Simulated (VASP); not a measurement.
Set up this calculation in VASP 6.6.1, as the native input.

- Task: single point
- Functional: r2SCAN
- Potentials or basis: VASP PAW PBE potentials, release 64 (Sn_d, Te)
- Cutoff: 520 eV
- k mesh: 13 × 13 × 13
- Occupations: fermi-dirac, width 0.08 eV
- Spin: no spin polarisation
- Dipole correction: no
- Further INCAR settings: ALGO = Normal; EDIFF = 1e-07; NBANDS = 17

SnTe (rocksalt type):

```xyz
2
Lattice="0.0000 3.1191 3.1191 3.1191 0.0000 3.1191 3.1191 3.1191 0.0000" Properties=species:S:1:pos:R:3 pbc="T T T"
Sn    0.0000    0.0000    0.0000
Te    3.1191    3.1191    3.1191
```

One way to write it, as run:

POSCAR

```
SnTe
1.0
    0.0000000000      3.1191254212      3.1191254212
    3.1191254212      0.0000000000      3.1191254212
    3.1191254212      3.1191254212      0.0000000000
Sn Te
1 1
Direct
    0.0000000000      0.0000000000      0.0000000000
    0.5000000000      0.5000000000      0.5000000000
```

INCAR.step1

```
PREC     = Accurate       # precision mode
ENCUT    = 520            # plane-wave cutoff, eV
ISMEAR   = -1             # smearing method
SIGMA    = 0.08           # smearing width, eV
LREAL    = False          # projectors in reciprocal space
LASPH    = True           # aspherical terms in the spheres
NELM     = 60             # most SCF steps
NBANDS   = 17             # bands
GGA      = PE             # functional
ALGO     = Normal         # electronic algorithm
EDIFF    = 1E-4           # SCF threshold, eV
LWAVE    = True           # write WAVECAR
LCHARG   = False          # write CHGCAR
```

INCAR.step2

```
PREC     = Accurate       # precision mode
ENCUT    = 520            # plane-wave cutoff, eV
EDIFF    = 1E-7           # SCF threshold, eV
ISMEAR   = -1             # smearing method
SIGMA    = 0.08           # smearing width, eV
LREAL    = False          # projectors in reciprocal space
LASPH    = True           # aspherical terms in the spheres
NELM     = 60             # most SCF steps
ALGO     = Normal         # electronic algorithm
ISIF     = 2              # what is computed and relaxed
LWAVE    = False          # write WAVECAR
LCHARG   = False          # write CHGCAR
METAGGA  = R2SCAN         # meta-GGA
LMIXTAU  = True         
NBANDS   = 17             # bands
ISTART   = 1
```

KPOINTS

```
Automatic mesh
0
Gamma
  13 13 13
```

Potentials or basis: VASP PAW PBE potentials, release 64 (Sn_d, Te).

Run with:

```sh
$ cat potpaw_PBE.64/Sn_d/POTCAR potpaw_PBE.64/Te/POTCAR > POTCAR
$ cp INCAR.step1 INCAR
$ mpirun -np 1 vasp_std > vasp.out
$ cp INCAR.step2 INCAR
$ mpirun -np 1 vasp_std > vasp.out
```

It gave:

```json
{
 "Pressure": "3.1 GPa"
}
```

Caveat: the cell stands under pressure; the PAW data sets were made with another functional, which shifts forces and pressure a little.

Run time: 6 min on 1 thread of Intel Xeon 8259CL, with other jobs on the host, peak memory 0.28 GiB.
